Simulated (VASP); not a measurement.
# TaBe3Al (Pm-3m) in VASP: further runs

TaBe3Al is run at these levels: PBE; tasks: single point, relaxation of cell and atoms.

Everything below comes from runs of VASP 6.6.1. Logs are shortened: lines on timing, memory, paths and dates and some standing lists are left out, and cuts for length are marked.

**1. The cell of the first run**

It takes space group Pm-3m (No. 221, cubic). Conventional cell: a = 3.724 Å, b = 3.724 Å, c = 3.724 Å, α = 90.00°, β = 90.00°, γ = 90.00°. Ta (site symmetry m-3m) has 6 Be at 1.86 Å within 2.5 Å. Within 2.5 Å of Be (site symmetry 4/mmm) lie 2 Ta at 1.86 Å. Al (site symmetry m-3m) has 12 Be at 2.63 Å and 8 Ta at 3.22 Å within 3.5 Å.

**2. Single point, PBE**

File INCAR:

```
PREC = Accurate ; ENCUT = 520
EDIFF = 1E-7 ; ISMEAR = 0
SIGMA = 0.1 ; LREAL = False
LASPH = True ; NELM = 100
ALGO = Normal ; ISIF = 2
LWAVE = False ; LCHARG = False
GGA = PE ; NBANDS = 18
```

File KPOINTS:

```
regular mesh
0
Gamma
  6 6 6
```

File POSCAR:

```
TaBe3Al
1.0
    3.7235154039      0.0000000000      0.0000000000
    0.0000000000      3.7235154039      0.0000000000
    0.0000000000      0.0000000000      3.7235154039
Ta Be Al
1 3 1
Direct
    0.5000000000      0.5000000000      0.5000000000
    0.0000000000      0.5000000000      0.5000000000
    0.5000000000      0.0000000000      0.5000000000
    0.5000000000      0.5000000000      0.0000000000
    0.0000000000      0.0000000000      0.0000000000
```

Potentials or basis: VASP PAW PBE potentials, release 64 (Ta_pv, Be, Al).

The run is started by

```bash
$ cat potpaw_PBE.64/Ta_pv/POTCAR potpaw_PBE.64/Be/POTCAR potpaw_PBE.64/Al/POTCAR > POTCAR
$ mpirun -np 1 vasp_std > vasp.out
```

OUTCAR:

```text
PREC = Accurate
   ENCUT = 520
   EDIFF = 1E-7
   ISMEAR = 0
   LREAL = False
   LASPH = True
   NELM = 100
   ISIF = 2
   GGA = PE

 ion  position               nearest neighbor table
   1  0.500  0.500  0.500-   2 1.86   3 1.86   4 1.86   4 1.86   3 1.86   2 1.86   5 3.22   5 3.22
                             5 3.22   5 3.22   5 3.22   5 3.22   5 3.22   5 3.22
   2  0.000  0.500  0.500-   1 1.86   1 1.86   5 2.63   5 2.63   5 2.63   5 2.63
   3  0.500  0.000  0.500-   1 1.86   1 1.86   5 2.63   5 2.63   5 2.63   5 2.63
   4  0.500  0.500  0.000-   1 1.86   1 1.86   5 2.63   5 2.63   5 2.63   5 2.63
   5  0.000  0.000  0.000-   2 2.63   3 2.63   4 2.63   2 2.63   3 2.63   2 2.63   4 2.63   2 2.63
                             3 2.63   4 2.63   3 2.63   4 2.63   1 3.22   1 3.22   1 3.22   1 3.22

  LATTYP: Found a simple cubic cell.
 ALAT       =     3.7235154039

  Lattice vectors:

 A1 = (   3.7235154039,   0.0000000000,   0.0000000000)
 A2 = (   0.0000000000,   3.7235154039,   0.0000000000)
 A3 = (   0.0000000000,   0.0000000000,   3.7235154039)

Analysis of symmetry for initial positions (statically):
=====================================================================
 Subroutine PRICEL returns:
 Original cell was already a primitive cell.

 Routine SETGRP: Setting up the symmetry group for a
 simple cubic supercell.

 Subroutine GETGRP returns: Found 48 space group operations
 (whereof 48 operations were pure point group operations)
 out of a pool of 48 trial point group operations.

The static configuration has the point symmetry O_h .

Analysis of symmetry for dynamics (positions and initial velocities):
=====================================================================
 Subroutine PRICEL returns:
 Original cell was already a primitive cell.

 Routine SETGRP: Setting up the symmetry group for a
 simple cubic supercell.

 Subroutine GETGRP returns: Found 48 space group operations
 (whereof 48 operations were pure point group operations)
 out of a pool of 48 trial point group operations.

The dynamic configuration has the point symmetry O_h .

 Subroutine INISYM returns: Found 48 space group operations
 (whereof 48 operations are pure point group operations),
 and found     1 'primitive' translations

----------------------------------------------------------------------------------------

                                     Primitive cell

  volume of cell :      51.6249
[... 92 lines left out ...]
   EDIFFG = 0.1E-05   stopping-criterion for IOM
   NSW    =      0    number of steps for IOM
   IBRION =     -1    ionic relax: 0-MD 1-quasi-New 2-CG
   NFREE  =      0    steps in history (QN), initial steepest desc. (CG)
   ISIF   =      2    stress and relaxation
   ISYM   =      2    0-nonsym 1-usesym 2-fastsym
   POTIM  = 0.5000    time-step for ionic-motion
   TEBEG  =    0.0;   TEEND  =   0.0 temperature during run
   PSTRESS=    0.0 pullay stress
   NELECT =      20.0000    total number of electrons
   NUPDOWN=      -1.0000    fix difference up-down
   EMIN   =  10.00;   EMAX   =-10.00  energy-range for DOS
   EFERMI =   0.00;   METHOD = LEGACY
   ISMEAR =     0;   SIGMA  =   0.10  broadening in eV -4-tet -1-fermi 0-gaus
   EFERMI_NEDOS =   21; number of points for ismear=-14 and -15
   IALGO  =     38    algorithm
   IMIX   =      4    mixing-type and parameters
     AMIX     =   0.40;   BMIX     =  1.00
     AMIX_MAG =   1.60;   BMIX_MAG =  1.00
  volume/ion in A,a.u.               =      10.32        69.68
  Fermi-wavevector in a.u.,A,eV,Ry     =   1.193434  2.255263 19.378564  1.424284
  Thomas-Fermi vector in A             =   2.329448
   LORBIT       =      0    0 simple, 1 ext, 2 COOP (PROOUT), +10 PAW based schemes
   GGA     = PE    functional components
   LHFCALC =     F    Hartree Fock is set to
   AEXX    =    0.0000 exact exchange contribution
   IVDW    =     0    specifies the selected vdW correction
   LEPSILON=     F    determine dielectric tensor
   LRPA    =     F    only Hartree local field effects (RPA)
 non-spin polarized calculation
 Gauss-broadening in eV      SIGMA  =   0.10
  energy-cutoff  :      520.00
  volume of cell :       51.62
 maximum number of plane-waves:      1409
 NGX is ok and might be reduce to    28
   NGX = 13   NGY = 13   NGZ = 13

 number of electron      19.9999995 magnetization

 Free energy of the ion-electron system (eV)
  ---------------------------------------------------
  ext. energy  EPLUGINS =         0.00000000
  ---------------------------------------------------
  free energy    TOTEN  =       -13.35870991 eV

  energy without entropy =      -13.34787079  energy(sigma->0) =      -13.35329035

 E-fermi :   6.9941     XC(G=0): -11.3864

 val. band max:        6.9791182237   @ k =   0.3333   0.3333   0.1667
 cond. band min:       7.1029820797   @ k =   0.3333   0.3333   0.3333
 fundamental gap:      0.1238638560
 Fermi energy:         6.9941357975

 k-point     1 :       0.0000    0.0000    0.0000
  band No.  band energies     occupation
      1     -25.5647      2.00000
      2     -25.5647      2.00000
      3     -25.5647      2.00000
      4      -2.7872      2.00000
      5       4.5392      2.00000
      6       4.5393      2.00000
[... 397 lines left out ...]
      5       1.2887      2.00000
      6       1.2887      2.00000
[... 10 lines left out ...]
     17      17.6585      0.00000
     18      17.6585      0.00000

------------------------ aborting loop because EDIFF is reached ----------------------------------------

  FORCE on cell =-STRESS in cart. coord.  units (eV):
  Direction    XX          YY          ZZ          XY          YZ          ZX
  --------------------------------------------------------------------------------------
  -------------------------------------------------------------------------------------
  Total       24.0838602     24.0838602     24.0838602     -0.0000000     -0.0000000      0.0000000
  in kB      747.4415129    747.4415129    747.4415129     -0.0000000     -0.0000000      0.0000000
  external PRESSURE =     747.4415129 kB  Pullay stress =       0.0000000 kB

 VOLUME and BASIS-vectors are now :
 -----------------------------------------------------------------------------
  energy-cutoff  :      520.00
  volume of cell :       51.62
      direct lattice vectors                 reciprocal lattice vectors
     3.723515404  0.000000000  0.000000000     0.268563412  0.000000000  0.000000000
     0.000000000  3.723515404  0.000000000     0.000000000  0.268563412  0.000000000
     0.000000000  0.000000000  3.723515404     0.000000000  0.000000000  0.268563412

 POSITION                                       TOTAL-FORCE (eV/Angst)
 -----------------------------------------------------------------------------------
      1.86176      1.86176      1.86176         0.000000      0.000000      0.000000
      0.00000      1.86176      1.86176         0.000000      0.000000      0.000000
      1.86176      0.00000      1.86176         0.000000      0.000000      0.000000
      1.86176      1.86176      0.00000         0.000000      0.000000      0.000000
      0.00000      0.00000      0.00000         0.000000      0.000000      0.000000
 -----------------------------------------------------------------------------------
    total drift:                                0.000000      0.000000      0.000000

  FREE ENERGIE OF THE ION-ELECTRON SYSTEM (eV)
  ---------------------------------------------------
  free  energy   TOTEN  =       -13.3587099063 eV

  energy  without entropy=      -13.3478707921  energy(sigma->0) =      -13.35329035
```

Run time: 35 s. Hardware: 1 thread of AMD EPYC 7R13, shared host; peak memory 0.14 GiB.

Results:

- Free energy: -13.3587 eV
- Pressure: 74.7 GPa
- Band gap on the k mesh: zero (band 10 reaches 8.53 eV, above the bottom of band 11 at 5.96 eV)

Caveat: spin-orbit coupling is left out, which moves the levels of the heavy elements.

**3. Single point, PBE**

This run uses another cell than the first one, of 17.51 Å³/atom, 1.696 times its volume.

File INCAR:

```
SYSTEM = TaBe3Al
ALGO = Normal
EDIFF = 1E-6
ENCUT = 520
GGA = PE
ISIF = 2
ISMEAR = 0
LASPH = .True.
LCHARG = .False.
LREAL = .False.
LWAVE = .False.
NBANDS = 18
NELM = 100
PREC = Accurate
SIGMA = 0.1
```

File KPOINTS:

```
k-points
0
Gamma
  6 6 6
  0 0 0
```

Changes to POSCAR since step 2:

```diff
@@ -2,5 +2,5 @@
 1.0
-    3.7235154039      0.0000000000      0.0000000000
-    0.0000000000      3.7235154039      0.0000000000
-    0.0000000000      0.0000000000      3.7235154039
+    4.4406490277      0.0000000000      0.0000000000
+    0.0000000000      4.4406490277      0.0000000000
+    0.0000000000      0.0000000000      4.4406490277
 Ta Be Al
```

Potentials or basis: VASP PAW PBE potentials, release 64 (Ta_pv, Be, Al).

The run is started by

```bash
$ cat potpaw_PBE.64/Ta_pv/POTCAR potpaw_PBE.64/Be/POTCAR potpaw_PBE.64/Al/POTCAR > POTCAR
$ mpirun -np 1 vasp_std > vasp.out
```

Run time: 60 s. Hardware: 1 thread of AMD EPYC 7R13, shared host; peak memory 0.19 GiB.

It converged, with:

```yaml
Free_energy: -18.9055 eV
Pressure: 0.1 GPa
Band_gap_on_the_k_mesh: zero (band 10 reaches 4.18 eV, above the bottom of band 11 at 1.90 eV)
```

Levels at points of the mesh, in eV from the Fermi level:
| k point | band 8 | band 9 | band 10 | band 11 | band 12 | band 13 |
| --- | --- | --- | --- | --- | --- | --- |
| (0.00, 0.00, 0.00) | -0.58 | -0.58 | -0.19 | 1.32 | 1.32 | 1.32 |
| (0.50, 0.00, 0.00) | -0.86 | -0.86 | 1.25 | 1.25 | 1.46 | 1.62 |
| (0.50, 0.50, 0.00) | -1.11 | -0.80 | -0.33 | -0.33 | 0.88 | 2.89 |
| (0.50, 0.50, 0.50) | -2.75 | -1.03 | -1.03 | -1.03 | -0.76 | -0.76 |

Caveat: spin-orbit coupling is left out, which moves the levels of the heavy elements.

**4. Relaxation of cell and atoms, PBE**

File INCAR:

```
SYSTEM = TaBe3Al
PREC = Accurate ; ENCUT = 600
EDIFF = 1E-7 ; ISMEAR = 0
SIGMA = 0.1 ; LREAL = .FALSE.
LASPH = .TRUE. ; NELM = 80
ALGO = Normal ; ISIF = 3
LWAVE = .FALSE. ; LCHARG = .FALSE.
GGA = PE ; IBRION = 2
NSW = 90 ; EDIFFG = -0.04
```

File KPOINTS:

```
regular mesh
0
G
  6 6 6
  0 0 0
```

Changes to POSCAR since step 3:

```diff
@@ -2,5 +2,5 @@
 1.0
-    4.4406490277      0.0000000000      0.0000000000
-    0.0000000000      4.4406490277      0.0000000000
-    0.0000000000      0.0000000000      4.4406490277
+    3.7235154039      0.0000000000      0.0000000000
+    0.0000000000      3.7235154039      0.0000000000
+    0.0000000000      0.0000000000      3.7235154039
 Ta Be Al
```

Potentials or basis: VASP PAW PBE potentials, release 64 (Ta_pv, Be, Al).

The run is started by

```bash
$ cat potpaw_PBE.64/Ta_pv/POTCAR potpaw_PBE.64/Be/POTCAR potpaw_PBE.64/Al/POTCAR > POTCAR
$ mpirun -np 1 vasp_std > vasp.out
```

OUTCAR:

```text
SYSTEM = TaBe3Al
   PREC = Accurate
   ENCUT = 600
   EDIFF = 1E-7
   ISMEAR = 0
   LREAL = .FALSE.
   LASPH = .TRUE.
   NELM = 80
   ISIF = 3
   GGA = PE
   IBRION = 2
   NSW = 90
   EDIFFG = -0.04

 ion  position               nearest neighbor table
   1  0.500  0.500  0.500-   2 1.86   3 1.86   4 1.86   4 1.86   3 1.86   2 1.86   5 3.22   5 3.22
                             5 3.22   5 3.22   5 3.22   5 3.22   5 3.22   5 3.22
   2  0.000  0.500  0.500-   1 1.86   1 1.86   5 2.63   5 2.63   5 2.63   5 2.63
   3  0.500  0.000  0.500-   1 1.86   1 1.86   5 2.63   5 2.63   5 2.63   5 2.63
   4  0.500  0.500  0.000-   1 1.86   1 1.86   5 2.63   5 2.63   5 2.63   5 2.63
   5  0.000  0.000  0.000-   2 2.63   3 2.63   4 2.63   2 2.63   3 2.63   2 2.63   4 2.63   2 2.63
                             3 2.63   4 2.63   3 2.63   4 2.63   1 3.22   1 3.22   1 3.22   1 3.22

  LATTYP: Found a simple cubic cell.
 ALAT       =     3.7235154039

  Lattice vectors:

 A1 = (   3.7235154039,   0.0000000000,   0.0000000000)
 A2 = (   0.0000000000,   3.7235154039,   0.0000000000)
 A3 = (   0.0000000000,   0.0000000000,   3.7235154039)

Analysis of symmetry for initial positions (statically):
=====================================================================
 Subroutine PRICEL returns:
 Original cell was already a primitive cell.

 Routine SETGRP: Setting up the symmetry group for a
 simple cubic supercell.

 Subroutine GETGRP returns: Found 48 space group operations
 (whereof 48 operations were pure point group operations)
 out of a pool of 48 trial point group operations.

The static configuration has the point symmetry O_h .

Analysis of symmetry for dynamics (positions and initial velocities):
=====================================================================
 Subroutine PRICEL returns:
 Original cell was already a primitive cell.

 Routine SETGRP: Setting up the symmetry group for a
 simple cubic supercell.

 Subroutine GETGRP returns: Found 48 space group operations
 (whereof 48 operations were pure point group operations)
 out of a pool of 48 trial point group operations.

The dynamic configuration has the point symmetry O_h .

 Subroutine INISYM returns: Found 48 space group operations
[... 93 lines left out ...]
   LNONCOLLINEAR =      F non collinear calculations
   LSORBIT =      F    spin-orbit coupling
   LASPH  =      T    aspherical Exc in radial PAW
   ENCUT  =  600.0 eV  44.10 Ry    6.64 a.u.   7.44  7.44  7.44*2*pi/ulx,y,z
   NELM   =     80;   NELMIN=  2; NELMDL= -5     # of ELM steps
   EDIFF  = 0.1E-06   stopping-criterion for ELM
   LREAL  =      F    real-space projection
   EDIFFG = -.4E-01   stopping-criterion for IOM
   NSW    =     90    number of steps for IOM
   IBRION =      2    ionic relax: 0-MD 1-quasi-New 2-CG
   NFREE  =      1    steps in history (QN), initial steepest desc. (CG)
   ISIF   =      3    stress and relaxation
   ISYM   =      2    0-nonsym 1-usesym 2-fastsym
   POTIM  = 0.5000    time-step for ionic-motion
   TEBEG  =    0.0;   TEEND  =   0.0 temperature during run
   PSTRESS=    0.0 pullay stress
   NELECT =      20.0000    total number of electrons
   NUPDOWN=      -1.0000    fix difference up-down
   EMIN   =  10.00;   EMAX   =-10.00  energy-range for DOS
   EFERMI =   0.00;   METHOD = LEGACY
   ISMEAR =     0;   SIGMA  =   0.10  broadening in eV -4-tet -1-fermi 0-gaus
   EFERMI_NEDOS =   21; number of points for ismear=-14 and -15
   IALGO  =     38    algorithm
   IMIX   =      4    mixing-type and parameters
     AMIX     =   0.40;   BMIX     =  1.00
     AMIX_MAG =   1.60;   BMIX_MAG =  1.00
  volume/ion in A,a.u.               =      10.32        69.68
  Fermi-wavevector in a.u.,A,eV,Ry     =   1.193434  2.255263 19.378564  1.424284
  Thomas-Fermi vector in A             =   2.329448
   LORBIT       =      0    0 simple, 1 ext, 2 COOP (PROOUT), +10 PAW based schemes
   GGA     = PE    functional components
   LHFCALC =     F    Hartree Fock is set to
   AEXX    =    0.0000 exact exchange contribution
   IVDW    =     0    specifies the selected vdW correction
   LEPSILON=     F    determine dielectric tensor
   LRPA    =     F    only Hartree local field effects (RPA)
 conjugate gradient relaxation of ions
 non-spin polarized calculation
 Gauss-broadening in eV      SIGMA  =   0.10
  energy-cutoff  :      600.00
  volume of cell :       51.62
 maximum number of plane-waves:      1750
 NGX is ok and might be reduce to    30
   NGX = 15   NGY = 15   NGZ = 15

--------------------------------------- Ionic step        1  -------------------------------------------

 number of electron      19.9999998 magnetization

 Free energy of the ion-electron system (eV)
  ---------------------------------------------------
  ext. energy  EPLUGINS =         0.00000000
  ---------------------------------------------------
  free energy    TOTEN  =       -13.35917557 eV

  energy without entropy =      -13.34833606  energy(sigma->0) =      -13.35375581

 E-fermi :   6.9941     XC(G=0): -11.3864

 val. band max:        6.9790566793   @ k =   0.3333   0.3333   0.1667
 cond. band min:       7.1029050065   @ k =   0.3333   0.3333   0.3333
 fundamental gap:      0.1238483272
 Fermi energy:         6.9940747870
[... 801 lines left out ...]
--------------------------------------- Ionic step        4  -------------------------------------------

 number of electron      19.9999993 magnetization

 Free energy of the ion-electron system (eV)
  ---------------------------------------------------
  ext. energy  EPLUGINS =         0.00000000
  ---------------------------------------------------
  free energy    TOTEN  =       -18.90074356 eV

  energy without entropy =      -18.88231156  energy(sigma->0) =      -18.89152756

 E-fermi :   2.9081     XC(G=0):  -9.3837

 val. band max:        2.8772485021   @ k =   0.3333   0.3333   0.0000
 cond. band min:       2.9447517796   @ k =   0.3333   0.3333   0.1667
 fundamental gap:      0.0675032775
 Fermi energy:         2.9080619873
[... 370 lines left out ...]
  FREE ENERGIE OF THE ION-ELECTRON SYSTEM (eV)
  ---------------------------------------------------
  free  energy   TOTEN  =       -18.9007435557 eV

  energy  without entropy=      -18.8823115647  energy(sigma->0) =      -18.89152756

 reached required accuracy - stopping structural energy minimisation
```

OSZICAR:

```text
N       E                     dE             d eps       ncg     rms          rms(c)
DAV:   1     0.119626069527E+03    0.11963E+03   -0.10933E+04   560   0.144E+03
DAV:   2    -0.933308686284E+01   -0.12896E+03   -0.12527E+03   644   0.327E+02
DAV:   3    -0.160634513530E+02   -0.67304E+01   -0.61570E+01   728   0.637E+01
[... 43 lines left out ...]
DAV:   5    -0.189008084821E+02   -0.25275E-04   -0.13261E-03   690   0.254E-01    0.600E-02
DAV:   6    -0.189007434746E+02    0.65008E-04   -0.47545E-04   634   0.113E-01    0.141E-02
DAV:   7    -0.189007443592E+02   -0.88461E-06   -0.16839E-05   680   0.311E-02    0.565E-03
DAV:   8    -0.189007435553E+02    0.80388E-06   -0.40282E-06   646   0.125E-02    0.843E-04
DAV:   9    -0.189007435557E+02   -0.39063E-09   -0.13356E-07   454   0.257E-03
   4 F= -.18900744E+02 E0= -.18891528E+02  d E =-.554157E+01
```

Wall time 1.7 min (1 thread of AMD EPYC 7R13, shared host); peak memory 0.15 GiB.

Results:

```
Free energy                            : -18.9007 eV
Relaxed volume                         : 17.58 Å³/atom
Relaxed cell                           : a = 4.446 Å, b = 4.446 Å, c = 4.446 Å, α = 90.00°, β = 90.00°, γ = 90.00°
Space group after relaxing (to 0.05 Å) : Pm-3m (No. 221)
Energy gained by relaxing              : 1108.3 meV/atom
Ionic steps                            : 4
Pressure after relaxing                : -0.1 GPa
Band gap on the k mesh                 : zero (band 10 reaches 4.15 eV, above the bottom of band 11 at 1.88 eV)
```

Step by step:
```csv
step,energy change (eV),largest force (eV/Å),pressure (GPa),volume (Å³)
1,0.0000,0.0000,74.75,51.62
2,-5.4194,0.0000,-4.02,96.63
3,-5.5359,0.0000,1.06,85.92
4,-5.5416,0.0000,-0.12,87.89
```

Final structure:
```cif
data_structure
_symmetry_space_group_name_H-M 'P 1'
_symmetry_Int_Tables_number 1
_cell_length_a 4.4460
_cell_length_b 4.4460
_cell_length_c 4.4460
_cell_angle_alpha 90.000
_cell_angle_beta 90.000
_cell_angle_gamma 90.000
_cell_volume 87.89
loop_
_atom_site_label
_atom_site_type_symbol
_atom_site_fract_x
_atom_site_fract_y
_atom_site_fract_z
_atom_site_occupancy
Ta1 Ta 0.50000 0.50000 0.50000 1
Be1 Be 0.00000 0.50000 0.50000 1
Be2 Be 0.50000 0.00000 0.50000 1
Be3 Be 0.50000 0.50000 0.00000 1
Al1 Al 0.00000 0.00000 0.00000 1
```

Caveat: the volume moved by over 15 % at a fixed basis, so the end points are rough; spin-orbit coupling is left out, which moves the levels of the heavy elements.

(Continued in part 2 of 2.)
